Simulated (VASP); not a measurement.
# Zr2AlN3 (P3m1) in VASP: further runs, part 3 of 3

VASP 6.6.1. Earlier steps stand in the parts before.

**6. Relaxation of cell and atoms, PBE**

This run uses another cell than the first one, of 13.86 Å³/atom.

The input, INCAR:

```
PREC = Accurate
ENCUT = 600
EDIFF = 1E-7
ISMEAR = 0
SIGMA = 0.1
LREAL = False
LASPH = True
NELM = 120
ALGO = Normal
ISIF = 3
LWAVE = False
LCHARG = False
GGA = PE
IBRION = 2
NSW = 100
EDIFFG = -0.01
GGA_COMPAT = False
NELMIN = 4
```

The input, KPOINTS:

```
regular mesh
0
Gamma
  12 12 6
```

The input, POSCAR:

```
Zr2AlN3
1.0
    3.3878750388      0.0000000000      0.0000000000
   -1.6939375194      2.9339858484      0.0000000000
    0.0000000000      0.0000000000      8.3670239063
Zr Al N
2 1 3
Direct
    0.0000000000      0.0000000000      0.0126651274
    0.3333333333      0.6666666667      0.6606416750
    0.6666666667      0.3333333333      0.3285376021
    0.3333333333      0.6666666667      0.9135571691
    0.6666666667      0.3333333333      0.5605674839
    0.0000000000      0.0000000000      0.2740309425
```

Potentials or basis: VASP PAW PBE potentials, release 64 (Zr_sv, Al, N).

Started as:

```bash
cat potpaw_PBE.64/Zr_sv/POTCAR potpaw_PBE.64/Al/POTCAR potpaw_PBE.64/N/POTCAR > POTCAR
mpirun -np 1 vasp_std > vasp.out
```

OUTCAR:

```text
PREC = Accurate
   ENCUT = 600
   EDIFF = 1E-7
   ISMEAR = 0
   LREAL = False
   LASPH = True
   NELM = 120
   ISIF = 3
   GGA = PE
   IBRION = 2
   NSW = 100
   EDIFFG = -0.01
   NELMIN = 4

 ion  position               nearest neighbor table
   1  0.000  0.000  0.013-   4 2.12   4 2.12   4 2.12   6 2.19   3 3.29   3 3.29   3 3.29   2 3.54
                             2 3.54   2 3.54
   2  0.333  0.667  0.661-   4 2.12   5 2.13   5 2.13   5 2.13   3 3.40   3 3.40   3 3.40   1 3.54
                             1 3.54   1 3.54
   3  0.667  0.333  0.329-   5 1.94   6 2.01   6 2.01   6 2.01   1 3.29   1 3.29   1 3.29   2 3.40
                             2 3.40   2 3.40
   4  0.333  0.667  0.914-   2 2.12   1 2.12   1 2.12   1 2.12
   5  0.667  0.333  0.561-   3 1.94   2 2.13   2 2.13   2 2.13
   6  0.000  0.000  0.274-   3 2.01   3 2.01   3 2.01   1 2.19

  LATTYP: Found a hexagonal cell.
[... 398 lines left out ...]
  free energy    TOTEN  =       -53.21701579 eV

  energy without entropy =      -53.20312865  energy(sigma->0) =      -53.21007222

 E-fermi :   8.6944     XC(G=0): -10.9611

 val. band max:        8.6894085295   @ k =   0.0833  -0.0000   0.1667
 cond. band min:       8.7001037841   @ k =   0.0000   0.0833   0.1667
 fundamental gap:      0.0106952546
 Fermi energy:         8.6943558882

 k-point     1 :       0.0000    0.0000    0.0000
  band No.  band energies     occupation
      1     -40.7927      2.00000
      2     -40.6560      2.00000
      3     -19.1878      2.00000
      4     -18.7972      2.00000
      5     -18.6426      2.00000
      6     -18.6426      2.00000
[... 661 lines left out ...]
     24      10.0806      0.00000
     25      10.4390      0.00000

 [... further k-points ...]

------------------------ aborting loop because EDIFF is reached ----------------------------------------

  FORCE on cell =-STRESS in cart. coord.  units (eV):
  Direction    XX          YY          ZZ          XY          YZ          ZX
  --------------------------------------------------------------------------------------
  -------------------------------------------------------------------------------------
  Total        0.0024441      0.0024441     -0.0130138      0.0000000     -0.0000000      0.0000000
  in kB        0.0470463      0.0470463     -0.2505026      0.0000000     -0.0000000      0.0000000
  external PRESSURE =      -0.0521367 kB  Pullay stress =       0.0000000 kB
[... 21 lines left out ...]
  FREE ENERGIE OF THE ION-ELECTRON SYSTEM (eV)
  ---------------------------------------------------
  free  energy   TOTEN  =       -53.2170157894 eV

  energy  without entropy=      -53.2031286464  energy(sigma->0) =      -53.21007222

 reached required accuracy - stopping structural energy minimisation
```

OSZICAR:

```text
N       E                     dE             d eps       ncg     rms          rms(c)
DAV:   1     0.389510828826E+03    0.38951E+03   -0.24386E+04  5000   0.183E+03
DAV:   2    -0.311938421729E+02   -0.42070E+03   -0.41519E+03  6310   0.452E+02
DAV:   3    -0.620593022244E+02   -0.30865E+02   -0.30643E+02  7849   0.116E+02
[... 61 lines left out ...]
DAV:   4    -0.532170166796E+02    0.73405E-06   -0.11903E-05  8265   0.199E-02    0.690E-03
DAV:   5    -0.532170163073E+02    0.37236E-06   -0.12103E-06  5773   0.716E-03    0.362E-03
DAV:   6    -0.532170159473E+02    0.35999E-06   -0.39737E-07  5105   0.427E-03    0.107E-03
DAV:   7    -0.532170158394E+02    0.10787E-06   -0.80638E-08  2717   0.214E-03    0.423E-04
DAV:   8    -0.532170157894E+02    0.50009E-07   -0.29104E-08  2650   0.128E-03
   6 F= -.53217016E+02 E0= -.53210072E+02  d E =-.160239E-04
```

It took 8.9 min on 1 thread of Intel Xeon 6975P-C (Granite Rapids), shared host; peak memory 0.41 GiB.

Results:

* Free energy: -53.2170 eV
* Relaxed volume: 13.87 Å³/atom
* Relaxed cell: a = 3.388 Å, b = 3.388 Å, c = 8.374 Å, α = 90.00°, β = 90.00°, γ = 120.00°
* Space group after relaxing (to 0.1 Å): P3m1 (No. 156)
* Energy gained by relaxing: 0.1 meV/atom
* Ionic steps: 6
* Pressure after relaxing: 0.0 GPa
* Largest force after relaxing: 0.010 eV/Å
* Band gap on the k mesh: zero (bands 21 and 22 overlap by 0.99 eV)

Forces in eV/Å, atoms in the order of the input:
```
Zr   0.000  0.000 -0.003
Zr   0.000  0.000  0.010
Al   0.000  0.000 -0.001
N    0.000  0.000 -0.002
N    0.000  0.000  0.001
N    0.000  0.000 -0.005
```

Step by step:
```csv
step,energy change (eV),largest force (eV/Å),pressure (GPa),volume (Å³)
1,0.0000,0.0803,0.16,83.17
2,-0.0002,0.0316,-0.22,83.34
3,-0.0002,0.0325,-0.12,83.29
4,-0.0003,0.0149,0.01,83.22
5,-0.0003,0.0146,0.03,83.21
6,-0.0003,0.0098,-0.01,83.23
```

Final structure:
```
CELL_PARAMETERS angstrom
3.38789 0.00000 0.00000
-1.69395 2.93400 0.00000
0.00000 0.00000 8.37362
ATOMIC_POSITIONS crystal
Zr 0.00000 0.00000 0.01274
Zr 0.33333 0.66667 0.66087
Al 0.66667 0.33333 0.32849
N 0.33333 0.66667 0.91407
N 0.66667 0.33333 0.55994
N 0.00000 0.00000 0.27389
```

Levels at points of the mesh, in eV from the Fermi level:
| k point | band 17 | band 18 | band 19 | band 20 | band 21 | band 22 | band 23 | band 24 | band 25 |
| --- | --- | --- | --- | --- | --- | --- | --- | --- | --- |
| (0.00, 0.00, 0.00) | -4.67 | -3.75 | -3.42 | -3.42 | -0.47 | 1.22 | 1.61 | 1.61 | 1.94 |
| (0.50, 0.00, 0.00) | -4.08 | -3.82 | -3.61 | -3.32 | -0.65 | 0.46 | 1.24 | 1.89 | 2.84 |
| (0.00, 0.00, 0.50) | -4.62 | -4.02 | -3.43 | -3.43 | -0.01 | 1.07 | 1.62 | 1.62 | 1.90 |
| (0.50, 0.00, 0.50) | -4.45 | -4.02 | -3.26 | -3.23 | -0.50 | -0.10 | 1.48 | 1.92 | 2.90 |

**7. Summary**

| task | cell | k mesh | gap on the mesh (eV) | pressure (GPa) | relaxed volume (Å³/atom) | largest force (eV/Å) |
| --- | --- | --- | --- | --- | --- | --- |
| single point | a = 3.358, b = 3.358, c = 8.225 Å, angles 90.0, 90.0, 120.0°, 6 atoms, atomic positions A | 6 × 6 × 2 | none | 12.5 | - | 3.23 |
| single point | a = 3.388, b = 3.388, c = 8.367 Å, angles 90.0, 90.0, 120.0°, 6 atoms, atomic positions B | 6 × 6 × 2 | none | 0.2 | - | 0.02 |
| relaxation of cell and atoms | relaxed from a = 3.358, b = 3.358, c = 8.225 Å, angles 90.0, 90.0, 120.0°, 6 atoms, atomic positions A | 6 × 6 × 2 | none | 0.0 | 13.87 | 0.02 |
| single point | a = 3.389, b = 3.389, c = 8.372 Å, angles 90.0, 90.0, 120.0°, 6 atoms, atomic positions B | 12 × 12 × 6 | none | 0.0 | - | 0.02 |
| relaxation of cell and atoms | relaxed from a = 3.388, b = 3.388, c = 8.367 Å, angles 90.0, 90.0, 120.0°, 6 atoms, atomic positions B | 12 × 12 × 6 | none | 0.0 | 13.87 | 0.01 |

Alike in all rows: level PBE; potentials or basis VASP PAW PBE potentials, release 64 (Zr_sv, Al, N); no spin polarisation; cutoff (eV) 600; smearing gaussian 0.1 eV.

Caveats: some runs use coarse meshes; forces of over 1 eV/Å act on the atoms, so gaps and moduli don't describe the material at rest (at least some runs).

Absolute energies hang on the potentials; compare differences alone.
